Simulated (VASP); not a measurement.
Wanted: the native input for a VASP 6.6.1 run.

* Task: single point
* Functional: PBEsol
* Potentials or basis: VASP PAW PBE potentials, release 64 (Ti_sv, C)
* Cutoff: 520 eV
* k mesh: 18 × 18 × 18
* Occupations: gaussian, width 0.15 eV
* Spin: no spin polarisation
* Dipole correction: no
* Further INCAR settings: ALGO = Normal; EDIFF = 1e-07; NBANDS = 15

The structure of TiC lies in POSCAR:

```
TiC
1.0
    0.0202334000      2.1640000000      2.1640000000
    2.1640000000      0.0202334000      2.1640000000
    2.1842334000      2.1842334000      0.0000000000
Ti C
1 1
Direct
    0.0000000000      0.0000000000      0.0000000000
    0.5000000000      0.5000000000      0.5000000000
```

This cell differs from its parent crystal: strain +0.0187 x Voigt [0, 0, 0, 0, 0, 1].

These files were run (other wordings do the same):

INCAR

```
SYSTEM = TiC
ALGO = Normal ; EDIFF = 1E-7
ENCUT = 520 ; GGA = PS
ISIF = 2 ; ISMEAR = 0
LASPH = .TRUE. ; LCHARG = .FALSE.
LREAL = .FALSE. ; LWAVE = .FALSE.
NBANDS = 15 ; NELM = 80
PREC = Accurate ; SIGMA = 0.15
```

KPOINTS

```
k-points
0
G
  18 18 18
  0 0 0
```

Potentials or basis: VASP PAW PBE potentials, release 64 (Ti_sv, C).

The run is started by

```bash
$ cat potpaw_PBE.64/Ti_sv/POTCAR potpaw_PBE.64/C/POTCAR > POTCAR
$ mpirun -np 1 vasp_std > vasp.out
```

Results of the run:

```yaml
Pressure: -5.9 GPa
Band_gap_on_the_k_mesh: zero (band 8 reaches 10.09 eV, above the bottom of band 9 at 8.93 eV)
```

Caveat: the cell differs from its parent crystal (strain +0.0187 x Voigt [0, 0, 0, 0, 0, 1]); the PAW data sets were made with another functional, which shifts forces and pressure a little.

Run time: 97 s on 1 thread of Intel(R) Xeon(R) Platinum 8559C (Emerald Rapids) (shared host), peak memory 0.36 GiB.
